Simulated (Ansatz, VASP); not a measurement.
# Cd6Te: VASP beside Ansatz

```
Cd Te
1.0
     5.86386    0.00000    0.00000
    -2.93193    5.07825    0.00000
     0.00000    0.00000    6.14109
Cd Te
6 1
Direct
  0.50000 0.00000 0.00000
  0.00000 0.50000 0.00000
  0.50000 0.50000 0.00000
  0.00000 0.00000 0.00000
  0.33333 0.66667 0.50000
  0.66667 0.33333 0.50000
  0.00000 0.00000 0.50000
```

Alike in both runs: functional PBE; k mesh 6 × 6 × 6; occupations gaussian, width 0.1 eV; no spin polarisation.

Ansatz relaxed the structure, and its values are those at the end. VASP's run is a single point on that final structure, the one shown.

|  | VASP | Ansatz |
| --- | --- | --- |
| version | VASP 6.6.1 | Ansatz 0.2.0 |
| potentials or method | VASP PAW PBE potentials, release 64 (Cd, Te), cutoff 520 eV | scalar-relativistic, plane waves, PAW |
| valence electrons in the cell | 78 | 136 |

|  | VASP | Ansatz | Ansatz less VASP |
| --- | --- | --- | --- |
| gap on the k mesh at the Fermi level (eV) | none | none | - |
| pressure (GPa) | 0.2 | 0.0 | -0.21 |

A gap of «none» marks a metal or a gap that the smearing closes. VASP's potentials hold 78 valence electrons a cell and Ansatz's 136, so a difference there can come from the potentials and not from the codes.

Neither program's run includes spin-orbit coupling.
